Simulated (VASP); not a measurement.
# As in VASP: further runs, part 2 of 3

VASP 6.6.1.

### Step 4. Single point, PBE+D3(BJ) (biaxial strain +0.020, then relaxed in part)

File INCAR:

```
PREC = Accurate ; ENCUT = 520
EDIFF = 1E-6 ; ISMEAR = 0
SIGMA = 0.02 ; LREAL = False
LASPH = True ; NELM = 80
ALGO = Normal ; ISIF = 2
LWAVE = False ; LCHARG = False
LDIPOL = True ; IDIPOL = 3
DIPOL = 0.5 0.5 0.500 ; GGA = PE
IVDW = 12 ; NBANDS = 12
```

File KPOINTS:

```
regular mesh
0
Gamma
  9 9 1
```

File POSCAR:

```
As
1.0
    3.6430567460      0.0000000000      0.0000000000
   -1.8215283730      3.1549796895      0.0000000000
    0.0000000000      0.0000000000     28.5742413760
As
2
Direct
    0.3333333333      0.6666666667      0.4758850027
    0.6666666667      0.3333333333      0.5241149973
```

Potentials or basis: VASP PAW PBE potentials, release 64 (As).

The run is started by

```
> cat potpaw_PBE.64/As/POTCAR > POTCAR
> mpirun -np 1 vasp_std > vasp.out
```

OUTCAR:

```text
PREC = Accurate
   ENCUT = 520
   EDIFF = 1E-6
   ISMEAR = 0
   LREAL = False
   LASPH = True
   NELM = 80
   ISIF = 2
   GGA = PE
   IVDW = 12
 IVDW          = 12

 ion  position               nearest neighbor table
   1  0.333  0.667  0.476-   2 2.51   2 2.51   2 2.51
   2  0.667  0.333  0.524-   1 2.51   1 2.51   1 2.51

  LATTYP: Found a hexagonal cell.
 ALAT       =     3.6430567460
 C/A-ratio  =     7.8434796294

  Lattice vectors:

 A1 = (   3.6430567460,   0.0000000000,   0.0000000000)
 A2 = (  -1.8215283730,   3.1549796895,   0.0000000000)
 A3 = (   0.0000000000,   0.0000000000,  28.5742413760)

Analysis of symmetry for initial positions (statically):
=====================================================================
 Subroutine PRICEL returns:
 Original cell was already a primitive cell.

 Routine SETGRP: Setting up the symmetry group for a
 hexagonal supercell.

 Subroutine GETGRP returns: Found 12 space group operations
 (whereof 12 operations were pure point group operations)
 out of a pool of 24 trial point group operations.

The static configuration has the point symmetry D_3d.

Analysis of symmetry for dynamics (positions and initial velocities):
=====================================================================
 Subroutine PRICEL returns:
 Original cell was already a primitive cell.

 Routine SETGRP: Setting up the symmetry group for a
 hexagonal supercell.

 Subroutine GETGRP returns: Found 12 space group operations
 (whereof 12 operations were pure point group operations)
 out of a pool of 24 trial point group operations.

The dynamic configuration has the point symmetry D_3d.

 Subroutine INISYM returns: Found 12 space group operations
 (whereof 12 operations are pure point group operations),
 and found     1 'primitive' translations

----------------------------------------------------------------------------------------

                                     Primitive cell

  volume of cell :     328.4258

  direct lattice vectors                    reciprocal lattice vectors
     3.643056746  0.000000000  0.000000000     0.274494764  0.158479626  0.000000000
    -1.821528373  3.154979690  0.000000000     0.000000000  0.316959251  0.000000000
     0.000000000  0.000000000 28.574241376     0.000000000  0.000000000  0.034996555

  length of vectors
     3.643056746  3.643056746 28.574241376     0.316959251  0.316959251  0.034996555

  position of ions in fractional coordinates (direct lattice)
     0.333333333  0.666666667  0.475885003
     0.666666667  0.333333333  0.524114997

  ion indices of the primitive-cell ions
   primitive index   ion index
                 1           1
                 2           2

----------------------------------------------------------------------------------------

 KPOINTS: regular mesh

Automatic generation of k-mesh.
 Grid dimensions read from file:
 generate k-points for:    9    9    1

 Generating k-lattice:

  Cartesian coordinates                     Fractional coordinates (reciprocal lattice)
     0.030499418  0.017608847  0.000000000     0.111111111  0.000000000  0.000000000
     0.000000000  0.035217695  0.000000000     0.000000000  0.111111111  0.000000000
     0.000000000  0.000000000  0.034996555     0.000000000  0.000000000  1.000000000

  Length of vectors
[... 31 lines left out ...]
   NGXF,Y,Z  is equivalent  to a cutoff of  25.55, 25.55, 25.13 a.u.
 SYSTEM =  unknown system
   PREC   = accura    normal or accurate (medium, high low for compatibility)
   ISTART =      0    job   : 0-new  1-cont  2-samecut
   ICHARG =      2    charge: 1-file 2-atom 10-const
   ISPIN  =      1    spin polarized calculation?
   LNONCOLLINEAR =      F non collinear calculations
   LSORBIT =      F    spin-orbit coupling
   LASPH  =      T    aspherical Exc in radial PAW
   ENCUT  =  520.0 eV  38.22 Ry    6.18 a.u.   6.77  6.77 53.13*2*pi/ulx,y,z
   NELM   =     80;   NELMIN=  2; NELMDL= -5     # of ELM steps
   EDIFF  = 0.1E-05   stopping-criterion for ELM
   LREAL  =      F    real-space projection
   EDIFFG = 0.1E-04   stopping-criterion for IOM
   NSW    =      0    number of steps for IOM
   IBRION =     -1    ionic relax: 0-MD 1-quasi-New 2-CG
   NFREE  =      0    steps in history (QN), initial steepest desc. (CG)
   ISIF   =      2    stress and relaxation
   ISYM   =      2    0-nonsym 1-usesym 2-fastsym
   POTIM  = 0.5000    time-step for ionic-motion
   TEBEG  =    0.0;   TEEND  =   0.0 temperature during run
   PSTRESS=    0.0 pullay stress
   NELECT =      10.0000    total number of electrons
   NUPDOWN=      -1.0000    fix difference up-down
   EMIN   =  10.00;   EMAX   =-10.00  energy-range for DOS
   EFERMI =   0.00;   METHOD = LEGACY
   ISMEAR =     0;   SIGMA  =   0.02  broadening in eV -4-tet -1-fermi 0-gaus
   EFERMI_NEDOS =   21; number of points for ismear=-14 and -15
   IALGO  =     38    algorithm
   IMIX   =      4    mixing-type and parameters
     AMIX     =   0.40;   BMIX     =  1.00
     AMIX_MAG =   1.60;   BMIX_MAG =  1.00
  volume/ion in A,a.u.               =     164.21      1108.16
  Fermi-wavevector in a.u.,A,eV,Ry     =   0.511206  0.966039  3.555629  0.261331
  Thomas-Fermi vector in A             =   1.524585
   LORBIT       =      0    0 simple, 1 ext, 2 COOP (PROOUT), +10 PAW based schemes
   GGA     = PE    functional components
   LHFCALC =     F    Hartree Fock is set to
   AEXX    =    0.0000 exact exchange contribution
   IVDW    =    12    specifies the selected vdW correction
   LEPSILON=     F    determine dielectric tensor
   LRPA    =     F    only Hartree local field effects (RPA)
 non-spin polarized calculation
 Gauss-broadening in eV      SIGMA  =   0.02
  energy-cutoff  :      520.00
  volume of cell :      328.43
 maximum number of plane-waves:      8874
 NGX is ok and might be reduce to    28
   NGX = 13   NGY = 13   NGZ =107

 dipolmoment           0.000000      0.000000      0.000000 electrons x Angstroem

 number of electron      10.0000000 magnetization

 dipolmoment           0.000000      0.000000     -0.000000 electrons x Angstroem

 Free energy of the ion-electron system (eV)
  ---------------------------------------------------
  ext. energy  EPLUGINS =         0.00000000
  ---------------------------------------------------
  free energy    TOTEN  =        -9.32711545 eV

  energy without entropy =       -9.32711545  energy(sigma->0) =       -9.32711545

 E-fermi :  -4.1408     XC(G=0):  -1.8167

 val. band max:       -4.2319234872   @ k =   0.0000   0.0000   0.0000
 cond. band min:      -2.4889053701   @ k =   0.3333  -0.0000   0.0000
 fundamental gap:      1.7430181171
 Fermi energy:        -4.1408317475

 k-point     1 :       0.0000    0.0000    0.0000
  band No.  band energies     occupation
      1     -17.4644      2.00000
      2     -11.1827      2.00000
      3      -4.5242      2.00000
      4      -4.2319      2.00000
      5      -4.2319      2.00000
      6      -2.3776      0.00000
      7      -0.7098      0.00000
      8      -0.7098      0.00000
      9       0.7796      0.00000
     10       1.0257      0.00000
     11       1.4133      0.00000
     12       1.6757      0.00000
[... 151 lines left out ...]
 k-point    12 :       0.3333    0.3333    0.0000
  band No.  band energies     occupation
      1     -14.0347      2.00000
      2     -14.0347      2.00000
      3      -8.4017      2.00000
      4      -6.0247      2.00000
      5      -6.0247      2.00000
      6      -1.9929      0.00000
      7       0.4663      0.00000
      8       0.4663      0.00000
      9       3.9482      0.00000
     10       4.6339      0.00000
     11       4.6339      0.00000
     12       5.4448      0.00000

------------------------ aborting loop because EDIFF is reached ----------------------------------------

 vacuum level on the upper side and lower side of the slab       (xc-potential included)        -0.007        -0.007

 Edisp (eV)   -0.40693

 E8    (eV) :    -0.1849

  FORCE on cell =-STRESS in cart. coord.  units (eV):
  Direction    XX          YY          ZZ          XY          YZ          ZX
  --------------------------------------------------------------------------------------
  -------------------------------------------------------------------------------------
  Total      -0.77348    -0.77348     0.11935     0.00000     0.00000     0.00000
  in kB      -3.77331    -3.77331     0.58223     0.00000     0.00000     0.00000
  external pressure =       -2.32 kB  Pullay stress =        0.00 kB

 VOLUME and BASIS-vectors are now :
 -----------------------------------------------------------------------------
  energy-cutoff  :      520.00
  volume of cell :      328.43
      direct lattice vectors                 reciprocal lattice vectors
     3.643056746  0.000000000  0.000000000     0.274494764  0.158479626  0.000000000
    -1.821528373  3.154979690  0.000000000     0.000000000  0.316959251  0.000000000
     0.000000000  0.000000000 28.574241376     0.000000000  0.000000000  0.034996555

 POSITION                                       TOTAL-FORCE (eV/Angst)
 -----------------------------------------------------------------------------------
     -0.00000      2.10332     13.59805        -0.000000     -0.000000     -0.088132
      1.82153      1.05166     14.97619         0.000000      0.000000      0.088132
 -----------------------------------------------------------------------------------
    total drift:                                0.000000     -0.000000     -0.000000

  FREE ENERGIE OF THE ION-ELECTRON SYSTEM (eV)
  ---------------------------------------------------
  free  energy   TOTEN  =        -9.7340414253 eV

  energy  without entropy=       -9.7340414253  energy(sigma->0) =       -9.73404143

 vacuum level on the upper side and lower side of the slab         1.287         1.287
```

stdout:

```text
POSCAR found type information on POSCAR As
 POSCAR found :  1 types and       2 ions
 scaLAPACK will be used
 LDA part: xc-table for (Slater+PW92), standard interpolation
 POSCAR, INCAR and KPOINTS ok, starting setup
 FFT: planning ... GRIDC
 FFT: planning ... GRID_SOFT
 FFT: planning ... GRID
 WAVECAR not read
 entering main loop
```

It took 54 s on 1 thread of Intel Xeon 6975P-C (Granite Rapids), shared host; peak memory 0.39 GiB.

What came out:

```yaml
Free_energy: -9.7340 eV
Largest_force: 0.088 eV/Å
Band_gap_on_the_k_mesh: 1.74 eV (least direct gap 1.85 eV)
Dispersion_energy_per_atom: -0.203 eV
```

Forces in eV/Å, atoms in the order of the input:
```
As   0.000  0.000 -0.088
As   0.000  0.000  0.088
```

Caveat: the cell differs from its parent crystal (biaxial strain +0.020, then relaxed in part).

[end of part 2 of 3]
